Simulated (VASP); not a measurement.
Here is a VASP 6.6.1 calculation.

The input INCAR:

```
PREC     = Accurate       # precision mode
ENCUT    = 500            # plane-wave cutoff, eV
EDIFF    = 1E-6           # SCF threshold, eV
ISMEAR   = 1              # smearing method
SIGMA    = 0.1            # smearing width, eV
LREAL    = False          # projectors in reciprocal space
LASPH    = True           # aspherical terms in the spheres
NELM     = 120            # most SCF steps
ALGO     = Normal         # electronic algorithm
ISIF     = 2              # what is computed and relaxed
LWAVE    = False          # write WAVECAR
LCHARG   = False          # write CHGCAR
GGA      = PS             # functional
IVDW     = 12             # dispersion correction
NBANDS   = 12             # bands
GGA_COMPAT= False
```

File KPOINTS:

```
regular mesh
0
Gamma
  11 11 11
```

File POSCAR:

```
Nb
1.0
    0.0000000000      2.1150000000      2.1150000000
    2.1150000000      0.0000000000      2.1150000000
    2.1150000000      2.1150000000      0.0000000000
Nb
1
Direct
    0.0000000000      0.0000000000      0.0000000000
```

Potentials or basis: VASP PAW PBE potentials, release 64 (Nb_sv).

Launch:

```sh
$ cat potpaw_PBE.64/Nb_sv/POTCAR > POTCAR
$ mpirun -np 1 vasp_std > vasp.out
```

Problem. What does it give for the dispersion energy per atom?

Solution. -0.715 eV.

Problem. Estimate the pressure.

Solution. -13.9 GPa.

Caveat: three body term missing; the PAW data sets were made with another functional, which shifts forces and pressure a little; pairwise dispersion overbinds metals, which lowers pressure and volume.
